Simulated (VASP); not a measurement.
# Ta (Im-3m) in VASP: a series of runs

Ta is run at these levels: pbesol exchange, pbe correlation, RPBE; tasks: elastic constants, equation of state.

Program: VASP 6.6.1. These are calculated values, not measurements. Logs are shortened: lines on timing, memory, paths and dates and some standing lists are left out, and cuts for length are marked.

## 1. The cell of the first run

The structure is cubic, space group Im-3m (No. 229). The conventional cell has a = 3.303 Å, b = 3.303 Å, c = 3.303 Å, α = 90.00°, β = 90.00°, γ = 90.00°. Within 3.8 Å of Ta (site symmetry m-3m) lie 14 Ta at 2.86 to 3.30 Å.

## 2. Elastic constants, pbesol exchange, pbe correlation, collinear spin

INCAR reads:

```
SYSTEM = Ta
ALGO     = Normal         ! electronic algorithm
EDIFF    = 1E-8           ! SCF threshold, eV
ENCUT    = 500            ! plane-wave cutoff, eV
GGA      = LIBXC          ! functional
GGA_COMPAT= .False.      
IBRION   = 6              ! ionic algorithm
ISIF     = 3              ! what is computed and relaxed
ISMEAR   = -1             ! smearing method
ISPIN    = 2              ! spin polarisation
LASPH    = .True.         ! aspherical terms in the spheres
LCHARG   = .False.        ! write CHGCAR
LIBXC1   = GGA_X_PBE_SOL
LIBXC2   = GGA_C_PBE    
LMAXMIX  = 4              ! l up to which the mixer works
LORBIT   = 11             ! projections on sites
LREAL    = .False.        ! projectors in reciprocal space
LWAVE    = .False.        ! write WAVECAR
MAGMOM   = 0.5            ! initial moments
NELM     = 200            ! most SCF steps
NFREE    = 2            
NSW      = 1              ! ionic steps
POTIM    = 0.015          ! step
PREC     = Accurate       ! precision mode
SIGMA    = 0.05           ! smearing width, eV
```

KPOINTS reads:

```
k-points
0
Gamma
  8 8 8
  0 0 0
```

POSCAR reads:

```
Ta
1.0
   -1.6512800000      1.6512800000      1.6512800000
    1.6512800000     -1.6512800000      1.6512800000
    1.6512800000      1.6512800000     -1.6512800000
Ta
1
Direct
    0.0000000000      0.0000000000      0.0000000000
```

Potentials or basis: VASP PAW PBE potentials, release 64 (Ta_pv).

Launch:

```sh
cat potpaw_PBE.64/Ta_pv/POTCAR > POTCAR
mpirun -np 1 vasp_std > vasp.out
```

OUTCAR:

```text
SYSTEM = Ta
   EDIFF = 1E-8
   ENCUT = 500
   GGA = LIBXC
   IBRION = 6
   ISIF = 3
   ISMEAR = -1
   ISPIN = 2
   LASPH = .True.
   LORBIT = 11
   LREAL = .False.
   NELM = 200
   NFREE = 2
   NSW = 1
   POTIM = 0.015
   PREC = Accurate

 ion  position               nearest neighbor table
   1  0.000  0.000  0.000-

  LATTYP: Found a body centered cubic cell.
 ALAT       =     3.3025600000

  Lattice vectors:

 A1 = (  -1.6512800000,   1.6512800000,   1.6512800000)
 A2 = (   1.6512800000,  -1.6512800000,   1.6512800000)
 A3 = (   1.6512800000,   1.6512800000,  -1.6512800000)

Analysis of symmetry for initial positions (statically):
=====================================================================
 Subroutine PRICEL returns:
 Original cell was already a primitive cell.

 Routine SETGRP: Setting up the symmetry group for a
 body centered cubic supercell.

 Subroutine GETGRP returns: Found 48 space group operations
 (whereof 48 operations were pure point group operations)
 out of a pool of 48 trial point group operations.

The static configuration has the point symmetry O_h .

Analysis of symmetry for dynamics (positions and initial velocities):
=====================================================================
 Subroutine PRICEL returns:
 Original cell was already a primitive cell.

 Routine SETGRP: Setting up the symmetry group for a
 body centered cubic supercell.

 Subroutine GETGRP returns: Found 48 space group operations
 (whereof 48 operations were pure point group operations)
 out of a pool of 48 trial point group operations.

The dynamic configuration has the point symmetry O_h .

Analysis of structural, dynamic, and magnetic symmetry:
=====================================================================
 Subroutine PRICEL returns:
 Original cell was already a primitive cell.

 Routine SETGRP: Setting up the symmetry group for a
 body centered cubic supercell.

 Subroutine GETGRP returns: Found 48 space group operations
 (whereof 48 operations were pure point group operations)
 out of a pool of 48 trial point group operations.

[... 358 lines left out ...]
      2     -27.6126      1.00000
      3     -27.6126      1.00000
      4      -2.6266      1.00000
      5       6.1175      0.00000
      6       6.1175      0.00000
      7       6.1175      0.00000
      8       9.3862      0.00000
      9       9.3862      0.00000
[... 265 lines left out ...]
 k-point    24 :      -0.3750    0.3750    0.2500
  band No.  band energies     occupation
      1     -28.4975      1.00000
      2     -28.1623      1.00000
      3     -28.0542      1.00000
      4       2.4945      1.00000
      5       3.3556      1.00000
      6       6.6409      0.00000
      7       7.3212      0.00000
      8      10.8381      0.00000
      9      10.8828      0.00000

 [... further k-points ...]

 spin component 2

 k-point     1 :       0.0000    0.0000    0.0000
  band No.  band energies     occupation
      1     -27.6126      1.00000
      2     -27.6126      1.00000
      3     -27.6126      1.00000
      4      -2.6266      1.00000
      5       6.1175      0.00000
      6       6.1175      0.00000
      7       6.1175      0.00000
      8       9.3862      0.00000
      9       9.3862      0.00000
[... 304 lines left out ...]
  FREE ENERGIE OF THE ION-ELECTRON SYSTEM (eV)
  ---------------------------------------------------
  free  energy   TOTEN  =       -12.8506928875 eV

  energy  without entropy=      -12.8430916474  energy(sigma->0) =      -12.84689227

 INTERNAL STRAIN TENSORS FROM STRAINED CELLS
 ============================================

 INTERNAL STRAIN TENSOR FOR ION    1 for displacements in x,y,z  (eV/Angst):
          X           Y           Z          XY          YZ          ZX
  --------------------------------------------------------------------------------
  x     0.00000    -0.00000     0.00000    -0.00000     0.00000     0.00000
  y    -0.00000    -0.00000    -0.00000     0.00000     0.00000    -0.00000
  z     0.00000     0.00000    -0.00000     0.00000     0.00000    -0.00000

 INTERNAL STRAIN TENSORS FROM DISPLACED ATOMS
 ============================================

 INTERNAL STRAIN TENSOR FOR ION    1 for displacements in x,y,z  (eV/Angst):
          X           Y           Z          XY          YZ          ZX
  --------------------------------------------------------------------------------
  x     0.00000     0.00000     0.00000     0.00000     0.00000     0.00000
  y     0.00000     0.00000     0.00000     0.00000     0.00000     0.00000
  z     0.00000     0.00000     0.00000     0.00000     0.00000     0.00000

 Eigenvectors and eigenvalues of the dynamical matrix
 ----------------------------------------------------

   1 f  =    0.000000 THz     0.000000 2PiTHz    0.000000 cm-1     0.000000 meV
             X         Y         Z           dx          dy          dz
      0.000000  0.000000  0.000000     0.687237   -0.726433    0.000000

   2 f  =    0.000000 THz     0.000000 2PiTHz    0.000000 cm-1     0.000000 meV
             X         Y         Z           dx          dy          dz
      0.000000  0.000000  0.000000    -0.726433   -0.687237    0.000000

   3 f  =    0.000000 THz     0.000000 2PiTHz    0.000000 cm-1     0.000000 meV
             X         Y         Z           dx          dy          dz
      0.000000  0.000000  0.000000     0.000000    0.000000    1.000000

--------------------------------------------------------------------------------------------------------

 ELASTIC MODULI CONTR FROM IONIC RELAXATION (kBar)
 Direction    XX          YY          ZZ          XY          YZ          ZX
 --------------------------------------------------------------------------------
 XX           0.0000      0.0000      0.0000      0.0000      0.0000      0.0000
 YY           0.0000      0.0000      0.0000      0.0000      0.0000      0.0000
 ZZ           0.0000      0.0000      0.0000      0.0000      0.0000      0.0000
 XY           0.0000      0.0000      0.0000      0.0000      0.0000      0.0000
 YZ           0.0000      0.0000      0.0000      0.0000      0.0000      0.0000
 ZX           0.0000      0.0000      0.0000      0.0000      0.0000      0.0000
 --------------------------------------------------------------------------------

 TOTAL ELASTIC MODULI (kBar)
 Direction    XX          YY          ZZ          XY          YZ          ZX
 --------------------------------------------------------------------------------
 XX        2774.4509   1597.9775   1597.9775     -0.0000     -0.0000     -0.0000
 YY        1597.9775   2774.4509   1597.9775     -0.0000     -0.0000     -0.0000
 ZZ        1597.9775   1597.9775   2774.4509     -0.0000      0.0000      0.0000
 XY          -0.0000     -0.0000     -0.0000   1077.3561      0.0000      0.0000
 YZ          -0.0000     -0.0000      0.0000      0.0000   1077.3561      0.0000
 ZX          -0.0000     -0.0000      0.0000      0.0000      0.0000   1077.3561
 --------------------------------------------------------------------------------

 total charge

# of ion       s       p       d       tot
------------------------------------------
    1        0.369   6.159   2.403   8.931

 magnetization (x)

# of ion       s       p       d       tot
------------------------------------------
    1       -0.000  -0.000  -0.000  -0.000
```

OSZICAR:

```text
N       E                     dE             d eps       ncg     rms          rms(c)
DAV:   1     0.447764409895E+02    0.44776E+02   -0.64636E+03  1044   0.114E+03
DAV:   2    -0.126905113415E+02   -0.57467E+02   -0.56684E+02  1245   0.243E+02
DAV:   3    -0.133516438560E+02   -0.66113E+00   -0.64886E+00  1165   0.274E+01
DAV:   4    -0.133575452404E+02   -0.59014E-02   -0.58654E-02  1221   0.197E+00
[... 167 lines left out ...]
DAV:   4    -0.128506917555E+02    0.48946E-05   -0.12280E-04  1118   0.125E-01    0.495E-03
DAV:   5    -0.128506926478E+02   -0.89234E-06   -0.26146E-06  1156   0.194E-02    0.125E-03
DAV:   6    -0.128506928096E+02   -0.16173E-06   -0.88518E-08  1094   0.354E-03    0.341E-04
DAV:   7    -0.128506928894E+02   -0.79790E-07   -0.60238E-09   696   0.938E-04    0.254E-05
DAV:   8    -0.128506928875E+02    0.18301E-08   -0.44135E-10   536   0.275E-04
  15 F= -.12850693E+02 E0= -.12846892E+02  d E =-.760124E-02  mag=    -0.0000
```

stdout:

```text
POSCAR found type information on POSCAR Ta
 POSCAR found :  1 types and       1 ions
 scaLAPACK will be used
 -----------------------------------------------------------------------------
|                                                                             |
|                                                                             |
|     You enforced a specific xc type in the INCAR file but a different       |
|     I HOPE YOU KNOW WHAT YOU ARE DOING!                                     |
|                                                                             |
 -----------------------------------------------------------------------------

 LDA part: xc-table for (None,None), standard interpolation
 POSCAR, INCAR and KPOINTS ok, starting setup
 FFT: planning ... GRIDC
 FFT: planning ... GRID_SOFT
 FFT: planning ... GRID
 WAVECAR not read
 entering main loop
 Found     1 degrees of freedom:
 Adding 6 more for cell shape distortion
 Finite differences POTIM= 0.01500 DOF=   7
 bond charge predicted
 Finite differences progress:
 bond charge predicted
 Finite differences progress:
 bond charge predicted
 Finite differences progress:
 bond charge predicted
 Finite differences progress:
 bond charge predicted
 Finite differences progress:
 bond charge predicted
 Finite differences progress:
 bond charge predicted
 Finite differences progress:
 bond charge predicted
 Finite differences progress:
 bond charge predicted
 Finite differences progress:
 bond charge predicted
 Finite differences progress:
 bond charge predicted
 Finite differences progress:
 bond charge predicted
 Finite differences progress:
 bond charge predicted
 Finite differences progress:
 bond charge predicted
 Finite differences progress:
```

Run time: 3.9 min. Hardware: 1 thread of Intel Xeon Platinum 8375C at 2.90GHz (Ice Lake), shared host; peak memory 0.22 GiB.

Results:

```yaml
Net_moment: 0.00 μB per cell
Valence_electrons_inside_the_program's_atomic_spheres: Ta 8.93
Elastic_constants_C11_C12_C44: 277, 160, 108 GPa
Voigt_bulk_modulus: 199 GPa
```

Elastic tensor in Voigt notation (GPa, in the Cartesian axes of the cell as first typed):
```
277 160 160   0   0   0
160 277 160   0   0   0
160 160 277   0   0   0
  0   0   0 108   0   0
  0   0   0   0 108   0
  0   0   0   0   0 108
```

Clamped-ion elastic tensor (GPa):
```
277 160 160   0   0   0
160 277 160   0   0   0
160 160 277   0   0   0
  0   0   0 108   0   0
  0   0   0   0 108   0
  0   0   0   0   0 108
```

Caveat: the cell is under stress, which shifts elastic constants; the PAW data sets were made with another functional, which shifts forces and pressure a little; spin-orbit coupling is left out, which moves the levels of the heavy elements.

## 3. Equation of state, RPBE

POSCAR.step1 reads:

```
Ta
1.0
   -1.6001763655      1.6001763655      1.6001763655
    1.6001763655     -1.6001763655      1.6001763655
    1.6001763655      1.6001763655     -1.6001763655
Ta
1
Direct
    0.0000000000      0.0000000000      0.0000000000
```

POSCAR.step2 reads:

```
Ta
1.0
   -1.6175709496      1.6175709496      1.6175709496
    1.6175709496     -1.6175709496      1.6175709496
    1.6175709496      1.6175709496     -1.6175709496
Ta
1
Direct
    0.0000000000      0.0000000000      0.0000000000
```

POSCAR.step3 reads:

```
Ta
1.0
   -1.6345992636      1.6345992636      1.6345992636
    1.6345992636     -1.6345992636      1.6345992636
    1.6345992636      1.6345992636     -1.6345992636
Ta
1
Direct
    0.0000000000      0.0000000000      0.0000000000
```

POSCAR.step4 reads:

```
Ta
1.0
   -1.6512800000      1.6512800000      1.6512800000
    1.6512800000     -1.6512800000      1.6512800000
    1.6512800000      1.6512800000     -1.6512800000
Ta
1
Direct
    0.0000000000      0.0000000000      0.0000000000
```

POSCAR.step5 reads:

```
Ta
1.0
   -1.6676303703      1.6676303703      1.6676303703
    1.6676303703     -1.6676303703      1.6676303703
    1.6676303703      1.6676303703     -1.6676303703
Ta
1
Direct
    0.0000000000      0.0000000000      0.0000000000
```

POSCAR.step6 reads:

```
Ta
1.0
   -1.6836662614      1.6836662614      1.6836662614
    1.6836662614     -1.6836662614      1.6836662614
    1.6836662614      1.6836662614     -1.6836662614
Ta
1
Direct
    0.0000000000      0.0000000000      0.0000000000
```

POSCAR.step7 reads:

```
Ta
1.0
   -1.6994023722      1.6994023722      1.6994023722
    1.6994023722     -1.6994023722      1.6994023722
    1.6994023722      1.6994023722     -1.6994023722
Ta
1
Direct
    0.0000000000      0.0000000000      0.0000000000
```

INCAR reads:

```
GGA = RP ; ISMEAR = 1
SIGMA = 0.1 ; LWAVE = F
LCHARG = F ; ISIF = 2
NSW = 0 ; ENCUT = 460
PREC = Accurate ; LASPH = T
LREAL = F ; ALGO = Normal
EDIFF = 1E-7 ; NELM = 120
GGA_COMPAT = F
```

KPOINTS reads:

```
k-points
0
Gamma
  14 14 14
```

Potentials or basis: VASP PAW PBE potentials, release 64 (Ta_sv_GW).

Launch:

```sh
cat potpaw_PBE.64/Ta_sv_GW/POTCAR > POTCAR
cp POSCAR.step1 POSCAR
mpirun -np 1 vasp_std > vasp.out
cp POSCAR.step2 POSCAR
mpirun -np 1 vasp_std > vasp.out
cp POSCAR.step3 POSCAR
mpirun -np 1 vasp_std > vasp.out
cp POSCAR.step4 POSCAR
mpirun -np 1 vasp_std > vasp.out
cp POSCAR.step5 POSCAR
mpirun -np 1 vasp_std > vasp.out
cp POSCAR.step6 POSCAR
mpirun -np 1 vasp_std > vasp.out
cp POSCAR.step7 POSCAR
mpirun -np 1 vasp_std > vasp.out
```

Run time: 2.6 min. Hardware: 1 thread of Intel Xeon Platinum 8259CL at 2.50GHz (Skylake/Cascade Lake), shared host; peak memory 0.16 GiB.

The run converged. Its results:

| Quantity | Value |
| --- | --- |
| Equilibrium volume | 18.57 Å³/atom |
| Bulk modulus | 198 GPa |
| Pressure derivative of the bulk modulus | 3.5 |

Energy against volume, from the lowest point:
```
volume (Å³/atom)  energy (meV/atom)
          16.389             190.01
          16.930             102.46
          17.470              43.79
          18.010              10.70
          18.551               0.00
          19.091               8.90
          19.631              34.64
```

Caveat: the PAW data sets were made with another functional, which shifts forces and pressure a little; spin-orbit coupling is left out, which moves the levels of the heavy elements. Zero-point motion and thermal expansion aren't in these numbers.
